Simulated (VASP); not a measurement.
# BN (F-43m) in VASP: a series of runs

BN is run at these levels: PBEsol, r2SCAN+rVV10; tasks: single point, relaxation of cell and atoms.

All numbers are computed with VASP 6.6.1; they aren't measurements. Logs are shortened: lines on timing, memory, paths and dates and some standing lists are left out, and cuts for length are marked.

### 1 The cell of the first run

It takes space group F-43m (No. 216, cubic). The conventional cell has a = 3.606 Å, b = 3.606 Å, c = 3.606 Å, α = 90.00°, β = 90.00°, γ = 90.00°. B (site symmetry -43m) has 4 N at 1.56 Å within 2.1 Å. Within 2.1 Å of N (site symmetry -43m) lie 4 B at 1.56 Å.

### 2 Single point, PBEsol

File INCAR:

```
PREC     = Accurate       # precision mode
ENCUT    = 520            # plane-wave cutoff, eV
EDIFF    = 1E-7           # SCF threshold, eV
ISMEAR   = -1             # smearing method
SIGMA    = 0.03           # smearing width, eV
LREAL    = False          # projectors in reciprocal space
LASPH    = True           # aspherical terms in the spheres
NELM     = 80             # most SCF steps
ALGO     = Normal         # electronic algorithm
ISIF     = 2              # what is computed and relaxed
LWAVE    = False          # write WAVECAR
LCHARG   = False          # write CHGCAR
GGA      = PS             # functional
NBANDS   = 11             # bands
```

File KPOINTS:

```
Automatic mesh
0
Gamma
  10 10 10
```

File POSCAR:

```
BN
1.0
    0.0000000000      1.8028442838      1.8028442838
    1.8028442838      0.0000000000      1.8028442838
    1.8028442838      1.8028442838      0.0000000000
B N
1 1
Direct
    0.0000000000      0.0000000000      0.0000000000
    0.2500000000      0.2500000000      0.2500000000
```

Potentials or basis: VASP PAW PBE potentials, release 64 (B, N).

Run with:

```
$ cat potpaw_PBE.64/B/POTCAR potpaw_PBE.64/N/POTCAR > POTCAR
$ mpirun -np 1 vasp_std > vasp.out
```

OUTCAR:

```text
PREC = Accurate
   ENCUT = 520
   EDIFF = 1E-7
   ISMEAR = -1
   LREAL = False
   LASPH = True
   NELM = 80
   ISIF = 2
   GGA = PS

 ion  position               nearest neighbor table
   1  0.000  0.000  0.000-   2 1.56   2 1.56   2 1.56   2 1.56
   2  0.250  0.250  0.250-   1 1.56   1 1.56   1 1.56   1 1.56

  LATTYP: Found a face centered cubic cell.
 ALAT       =     3.6056885676

  Lattice vectors:

 A1 = (   0.0000000000,   1.8028442838,   1.8028442838)
 A2 = (   1.8028442838,   0.0000000000,   1.8028442838)
 A3 = (   1.8028442838,   1.8028442838,   0.0000000000)

Analysis of symmetry for initial positions (statically):
=====================================================================
 Subroutine PRICEL returns:
 Original cell was already a primitive cell.

 Routine SETGRP: Setting up the symmetry group for a
 face centered cubic supercell.

 Subroutine GETGRP returns: Found 24 space group operations
 (whereof 24 operations were pure point group operations)
 out of a pool of 48 trial point group operations.

The static configuration has the point symmetry T_d .

Analysis of symmetry for dynamics (positions and initial velocities):
=====================================================================
 Subroutine PRICEL returns:
 Original cell was already a primitive cell.

 Routine SETGRP: Setting up the symmetry group for a
 face centered cubic supercell.

 Subroutine GETGRP returns: Found 24 space group operations
 (whereof 24 operations were pure point group operations)
 out of a pool of 48 trial point group operations.

The dynamic configuration has the point symmetry T_d .

 Subroutine INISYM returns: Found 24 space group operations
 (whereof 24 operations are pure point group operations),
 and found     1 'primitive' translations

----------------------------------------------------------------------------------------

                                     Primitive cell

  volume of cell :      11.7194

  direct lattice vectors                    reciprocal lattice vectors
     0.000000000  1.802844284  1.802844284    -0.277339538  0.277339538  0.277339538
     1.802844284  0.000000000  1.802844284     0.277339538 -0.277339538  0.277339538
     1.802844284  1.802844284  0.000000000     0.277339538  0.277339538 -0.277339538

  length of vectors
     2.549606837  2.549606837  2.549606837     0.480366170  0.480366170  0.480366170

  position of ions in fractional coordinates (direct lattice)
     0.000000000  0.000000000  0.000000000
     0.250000000  0.250000000  0.250000000

  ion indices of the primitive-cell ions
   primitive index   ion index
                 1           1
                 2           2

----------------------------------------------------------------------------------------

 KPOINTS: Automatic mesh

Automatic generation of k-mesh.
 Grid dimensions read from file:
 generate k-points for:   10   10   10

 Generating k-lattice:

  Cartesian coordinates                     Fractional coordinates (reciprocal lattice)
    -0.027733954  0.027733954  0.027733954     0.100000000  0.000000000  0.000000000
     0.027733954 -0.027733954  0.027733954     0.000000000  0.100000000  0.000000000
     0.027733954  0.027733954 -0.027733954     0.000000000  0.000000000  0.100000000

  Length of vectors
     0.048036617  0.048036617  0.048036617

  Shift w.r.t. Gamma in fractional coordinates (k-lattice)
     0.000000000  0.000000000  0.000000000

 Subroutine IBZKPT returns following result:
 ===========================================

 Found     47 irreducible k-points:

 Following reciprocal coordinates:
            Coordinates               Weight
  0.000000  0.000000  0.000000      1.000000
  0.100000  0.000000  0.000000      8.000000
  0.200000  0.000000  0.000000      8.000000
  0.300000  0.000000  0.000000      8.000000
  0.400000  0.000000  0.000000      8.000000
  0.500000  0.000000  0.000000      4.000000
[... 16 lines left out ...]
  0.300000  0.300000  0.000000      6.000000
  0.400000  0.300000  0.000000     24.000000
 [... further k-points ...]
   k-points           NKPTS =     47   k-points in BZ     NKDIM =     47   number of bands    NBANDS=     11
   number of dos      NEDOS =    301   number of ions     NIONS =      2
   total plane-waves  NPLWV =   8000
   dimension x,y,z NGX =    20 NGY =   20 NGZ =   20
   dimension x,y,z NGXF=    40 NGYF=   40 NGZF=   40
   ions per type =               1   1
   NGX,Y,Z   is equivalent  to a cutoff of  13.04, 13.04, 13.04 a.u.
   NGXF,Y,Z  is equivalent  to a cutoff of  26.08, 26.08, 26.08 a.u.
 SYSTEM =  unknown system
   PREC   = accura    normal or accurate (medium, high low for compatibility)
   ISTART =      0    job   : 0-new  1-cont  2-samecut
   ICHARG =      2    charge: 1-file 2-atom 10-const
   ISPIN  =      1    spin polarized calculation?
   LNONCOLLINEAR =      F non collinear calculations
   LSORBIT =      F    spin-orbit coupling
   LASPH  =      T    aspherical Exc in radial PAW
   ENCUT  =  520.0 eV  38.22 Ry    6.18 a.u.   4.74  4.74  4.74*2*pi/ulx,y,z
   NELM   =     80;   NELMIN=  2; NELMDL= -5     # of ELM steps
   EDIFF  = 0.1E-06   stopping-criterion for ELM
   LREAL  =      F    real-space projection
   EDIFFG = 0.1E-05   stopping-criterion for IOM
   NSW    =      0    number of steps for IOM
   IBRION =     -1    ionic relax: 0-MD 1-quasi-New 2-CG
   NFREE  =      0    steps in history (QN), initial steepest desc. (CG)
   ISIF   =      2    stress and relaxation
   ISYM   =      2    0-nonsym 1-usesym 2-fastsym
   POTIM  = 0.5000    time-step for ionic-motion
   TEBEG  =    0.0;   TEEND  =   0.0 temperature during run
   PSTRESS=    0.0 pullay stress
   NELECT =       8.0000    total number of electrons
   NUPDOWN=      -1.0000    fix difference up-down
   EMIN   =  10.00;   EMAX   =-10.00  energy-range for DOS
   EFERMI =   0.00;   METHOD = LEGACY
   ISMEAR =    -1;   SIGMA  =   0.03  broadening in eV -4-tet -1-fermi 0-gaus
   EFERMI_NEDOS =   21; number of points for ismear=-14 and -15
   IALGO  =     38    algorithm
   IMIX   =      4    mixing-type and parameters
     AMIX     =   0.40;   BMIX     =  1.00
     AMIX_MAG =   1.60;   BMIX_MAG =  1.00
  volume/ion in A,a.u.               =       5.86        39.54
  Fermi-wavevector in a.u.,A,eV,Ry     =   1.441462  2.723969 28.270368  2.077813
  Thomas-Fermi vector in A             =   2.560092
   LORBIT       =      0    0 simple, 1 ext, 2 COOP (PROOUT), +10 PAW based schemes
   GGA     = PS    functional components
   LHFCALC =     F    Hartree Fock is set to
   AEXX    =    0.0000 exact exchange contribution
   IVDW    =     0    specifies the selected vdW correction
   LEPSILON=     F    determine dielectric tensor
   LRPA    =     F    only Hartree local field effects (RPA)
 non-spin polarized calculation
  energy-cutoff  :      520.00
  volume of cell :       11.72
 maximum number of plane-waves:       332
   NGX =  9   NGY =  9   NGZ =  9

 number of electron       7.9999999 magnetization

 Free energy of the ion-electron system (eV)
  ---------------------------------------------------
  ext. energy  EPLUGINS =         0.00000000
  ---------------------------------------------------
  free energy    TOTEN  =       -18.34681398 eV

  energy without entropy =      -18.34681398  energy(sigma->0) =      -18.34681398

 E-fermi :   8.1648     XC(G=0): -13.0540

 val. band max:        7.4584087400   @ k =   0.0000   0.0000   0.0000
 cond. band min:      11.7432231319   @ k =   0.5000   0.5000   0.0000
 fundamental gap:      4.2848143919
 Fermi energy:         8.1648311384

 k-point     1 :       0.0000    0.0000    0.0000
  band No.  band energies     occupation
      1     -12.8831      2.00000
      2       7.4584      2.00000
      3       7.4584      2.00000
      4       7.4584      2.00000
      5      16.2564      0.00000
      6      16.2564      0.00000
      7      16.2564      0.00000
      8      17.8510      0.00000
      9      32.1136      0.00000
     10      35.2430      0.00000
     11      35.2430      0.00000

 k-point     2 :       0.1000    0.0000    0.0000
  band No.  band energies     occupation
      1     -12.6370      2.00000
      2       6.1724      2.00000
      3       7.2002      2.00000
      4       7.2002      2.00000
      5      16.5346      0.00000
      6      16.6458      0.00000
      7      16.6458      0.00000
      8      18.6492      0.00000
      9      31.7589      0.00000
     10      32.5285      0.00000
     11      32.5285      0.00000

 k-point     3 :       0.2000    0.0000    0.0000
  band No.  band energies     occupation
      1     -11.9123      2.00000
      2       3.4254      2.00000
      3       6.6212      2.00000
      4       6.6212      2.00000
      5      16.9270      0.00000
      6      17.4465      0.00000
      7      17.4465      0.00000
      8      20.2941      0.00000
      9      30.9969      0.00000
     10      31.0434      0.00000
     11      31.0434      0.00000

 k-point     4 :       0.3000    0.0000    0.0000
  band No.  band energies     occupation
      1     -10.7643      2.00000
      2       0.4326      2.00000
      3       6.0368      2.00000
      4       6.0368      2.00000
      5      17.2946      0.00000
      6      18.0053      0.00000
      7      18.0053      0.00000
      8      21.6404      0.00000
      9      30.5340      0.00000
     10      31.3129      0.00000
     11      31.3129      0.00000

 k-point     5 :       0.4000    0.0000    0.0000
  band No.  band energies     occupation
      1      -9.3885      2.00000
      2      -2.1596      2.00000
      3       5.6352      2.00000
      4       5.6352      2.00000
      5      17.5583      0.00000
      6      18.1353      0.00000
      7      18.1353      0.00000
      8      22.3839      0.00000
      9      30.5893      0.00000
     10      33.0128      0.00000
     11      33.0128      0.00000
[... 211 lines left out ...]
 k-point    21 :      -0.3000    0.2000    0.0000
  band No.  band energies     occupation
      1      -9.1167      2.00000
      2      -0.7933      2.00000
      3       2.4173      2.00000
      4       5.3509      2.00000
      5      17.1689      0.00000
      6      19.4589      0.00000
      7      19.9074      0.00000
      8      22.3105      0.00000
      9      28.9549      0.00000
     10      29.7830      0.00000
     11      34.2590      0.00000

 k-point    22 :      -0.2000    0.2000    0.0000
  band No.  band energies     occupation
      1     -10.3851      2.00000
      2       1.2302      2.00000
      3       3.1244      2.00000
      4       6.1462      2.00000
      5      17.9948      0.00000
      6      18.4216      0.00000
      7      18.9175      0.00000
      8      21.2195      0.00000
      9      28.6396      0.00000
     10      29.6599      0.00000
     11      34.2813      0.00000

 k-point    23 :       0.3000    0.3000    0.0000
  band No.  band energies     occupation
      1     -10.0751      2.00000
      2       2.2123      2.00000
      3       3.7366      2.00000
      4       3.7366      2.00000
      5      13.4836      0.00000
      6      18.1584      0.00000
      7      22.2318      0.00000
      8      22.2318      0.00000
      9      26.1555      0.00000
     10      34.8721      0.00000
     11      39.3647      0.00000

 k-point    24 :       0.4000    0.3000    0.0000
  band No.  band energies     occupation
      1      -9.0509      2.00000
      2       0.6307      2.00000
      3       2.8764      2.00000
      4       3.3226      2.00000
      5      13.4282      0.00000
      6      18.0058      0.00000
      7      22.9900      0.00000
      8      23.0805      0.00000
      9      27.1186      0.00000
     10      34.5915      0.00000
     11      39.2387      0.00000

 [... further k-points ...]
[... 5 lines left out ...]
  --------------------------------------------------------------------------------------
  -------------------------------------------------------------------------------------
  Total        0.0452885      0.0452885      0.0452885      0.0000000      0.0000000      0.0000000
  in kB        6.1914728      6.1914728      6.1914728      0.0000000      0.0000000      0.0000000
  external PRESSURE =       6.1914728 kB  Pullay stress =       0.0000000 kB

 VOLUME and BASIS-vectors are now :
 -----------------------------------------------------------------------------
  energy-cutoff  :      520.00
  volume of cell :       11.72
      direct lattice vectors                 reciprocal lattice vectors
     0.000000000  1.802844284  1.802844284    -0.277339538  0.277339538  0.277339538
     1.802844284  0.000000000  1.802844284     0.277339538 -0.277339538  0.277339538
     1.802844284  1.802844284  0.000000000     0.277339538  0.277339538 -0.277339538

 POSITION                                       TOTAL-FORCE (eV/Angst)
 -----------------------------------------------------------------------------------
      0.00000      0.00000      0.00000         0.000000      0.000000      0.000000
      0.90142      0.90142      0.90142        -0.000000     -0.000000     -0.000000
 -----------------------------------------------------------------------------------
    total drift:                                0.000000      0.000000      0.000000

  FREE ENERGIE OF THE ION-ELECTRON SYSTEM (eV)
  ---------------------------------------------------
  free  energy   TOTEN  =       -18.3468139765 eV

  energy  without entropy=      -18.3468139765  energy(sigma->0) =      -18.34681398
```

Wall time 6.8 s (1 thread of Intel Xeon Platinum 8259CL at 2.50GHz (Skylake/Cascade Lake), shared host); peak memory 0.12 GiB.

Results:

| Property | Result |
| --- | --- |
| Free energy | -18.3468 eV |
| Pressure | 0.6 GPa |
| Band gap on the k mesh | 4.28 eV, indirect (least direct gap 8.80 eV) |

Levels at points of the mesh, in eV from the valence-band top:
```csv
k point,band 1,band 2,band 3,band 4,band 5,band 6,band 7,band 8,band 9
"(0.00, 0.00, 0.00)",-20.34,0.00,0.00,0.00,8.80,8.80,8.80,10.39,24.66
"(0.50, 0.00, 0.00)",-16.04,-10.85,-1.96,-1.96,10.19,10.66,10.66,15.15,23.30
"(0.50, 0.50, 0.00)",-14.65,-9.02,-4.98,-4.98,4.28,9.13,18.00,18.00,20.75
```

Caveat: the PAW data sets were made with another functional, which shifts forces and pressure a little.

(Part 1 of 2 ends here.)
